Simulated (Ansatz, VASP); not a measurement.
**SiC: VASP beside Ansatz**

File INCAR:

```
SYSTEM = SiC
PREC = Accurate ; ENCUT = 520
EDIFF = 1E-7 ; ISMEAR = 0
SIGMA = 0.1 ; LREAL = .FALSE.
LASPH = .TRUE. ; NELM = 150
ALGO = Normal ; ISIF = 2
LWAVE = .FALSE. ; LCHARG = .FALSE.
ISPIN = 2 ; MAGMOM = 0 0 0 0 0 0 1 1 1 1 1 1
LORBIT = 11 ; GGA = PE
NBANDS = 40
```

File KPOINTS:

```
Automatic mesh
0
G
  4 2 6
  0 0 0
```

File POSCAR:

```
SiC
1.0
    5.2172830588      0.0000000000      0.0000000000
    0.0000000000      8.2028329044      0.0000000000
    0.0000000000      0.0000000000      2.9341782804
Si C
6 6
Direct
    0.5908878194      0.6449467063      0.5000000000
    0.4091121806      0.3550532937      0.5000000000
    0.0000000000      0.5000000000      0.0000000000
    0.0908878194      0.8550532937      0.5000000000
    0.9091121806      0.1449467063      0.5000000000
    0.5000000000      0.0000000000      0.0000000000
    0.0550471673      0.3463598526      0.5000000000
    0.9449528327      0.6536401474      0.5000000000
    0.5000000000      0.5000000000      0.0000000000
    0.5550471673      0.1536401474      0.5000000000
    0.4449528327      0.8463598526      0.5000000000
    0.0000000000      0.0000000000      0.0000000000
```

Input for Ansatz:

```yaml
crystal:
  lattice:
    - [5.2172830588, 0.0, 0.0]
    - [0.0, 8.2028329044, 0.0]
    - [0.0, 0.0, 2.9341782804]
  atoms:
    - { symbol: Si, position: [0.5908878194, 0.6449467063, 0.5] }
    - { symbol: Si, position: [0.4091121806, 0.3550532937, 0.5] }
    - { symbol: Si, position: [0.0, 0.5, 0.0] }
    - { symbol: Si, position: [0.0908878194, 0.8550532937, 0.5] }
    - { symbol: Si, position: [0.9091121806, 0.1449467063, 0.5] }
    - { symbol: Si, position: [0.5, 0.0, 0.0] }
    - { symbol: C, position: [0.0550471673, 0.3463598526, 0.5], spin: 1.0 }
    - { symbol: C, position: [0.9449528327, 0.6536401474, 0.5], spin: 1.0 }
    - { symbol: C, position: [0.5, 0.5, 0.0], spin: 1.0 }
    - { symbol: C, position: [0.5550471673, 0.1536401474, 0.5], spin: 1.0 }
    - { symbol: C, position: [0.4449528327, 0.8463598526, 0.5], spin: 1.0 }
    - { symbol: C, position: [0.0, 0.0, 0.0], spin: 1.0 }
basis:
  ecutwfc: 420
kpoints:
  mp_grid: { grid: [4, 2, 6] }
hamiltonian:
  xc: pbe
scf:
  occupations: { method: gaussian, width: 0.1 }
  lower_state_search: "off"
output:
  forces: true
  stress: true
  eigenvalues: true
  populations: true
magnetization:
  spin_polarized: true
```

Alike in both runs: task single point; functional PBE; k mesh 4 × 2 × 6; occupations gaussian, width 0.1 eV; collinear spin.

|  | VASP | Ansatz |
| --- | --- | --- |
| version | VASP 6.6.1 | Ansatz 0.2.0 |
| potentials or method | VASP PAW PBE potentials, release 64 (Si, C), cutoff 520 eV | scalar-relativistic, plane waves, PAW |
| valence electrons in the cell | 48 | 48 |

|  | VASP | Ansatz | Ansatz less VASP |
| --- | --- | --- | --- |
| gap on the k mesh at the Fermi level (eV) | none | none | - |
| pressure (GPa) | 0.0 | 0.0 | +0.03 |
| rms of the force components (eV/Å) | 0.004 | 0.000 | -0.0034 |
| net moment per atom (μB) | 0.00 | 0.00 | 0.000 |

Atom by atom the forces differ by 0.004 eV/Å (rms over components). A gap of «none» marks a metal or a gap that the smearing closes. With one functional, cell and mesh, what is left measures potentials, basis and numerics. Ansatz's warnings: seeded moment not kept.

The k mesh is coarse, so the values compare programs but aren't converged.
